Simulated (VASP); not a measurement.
KI:

```xyz
2
Lattice="0.0000 3.5328 3.5328 3.5328 0.0000 3.5328 3.5328 3.5328 0.0000" Properties=species:S:1:pos:R:3 pbc="T T T"
K     0.0000    0.0000    0.0000
I     3.5328    3.5328    3.5328
```

| Property | Result |
| --- | --- |
| Program | VASP 6.6.1 |
| Task | relaxation of cell and atoms |
| Functional | PBE |
| Potentials or basis | VASP PAW PBE potentials, release 64 (K_sv, I) |
| Cutoff | 600 eV |
| k mesh | 6 × 6 × 6 |
| Occupations | fermi-dirac, width 0.02 eV |
| Spin | no spin polarisation |

At the start: pressure 0.6 GPa; volume 44.09 Å³/atom.

**Question.** How do energy, volume and symmetry change on relaxing?

**Answer.** Over 4 steps the energy falls by 4.3 meV/atom and the volume is 46.44 Å³/atom (+5.3 %); space group Fm-3m (No. 225, to 0.1 Å) before and after.

Step by step:
| step | energy change (eV) | largest force (eV/Å) | pressure (GPa) | volume (Å³) |
| --- | --- | --- | --- | --- |
| 1 | 0.0000 | 0.0000 | 0.62 | 88.18 |
| 2 | -0.0063 | 0.0000 | 0.31 | 90.38 |
| 3 | -0.0085 | 0.0000 | -0.05 | 93.26 |
| 4 | -0.0086 | 0.0000 | 0.00 | 92.87 |

Final structure:
```
CELL_PARAMETERS angstrom
0.00000 3.59435 3.59435
3.59435 0.00000 3.59435
3.59435 3.59435 0.00000
ATOMIC_POSITIONS crystal
K 0.00000 0.00000 0.00000
I 0.50000 0.50000 0.50000
```
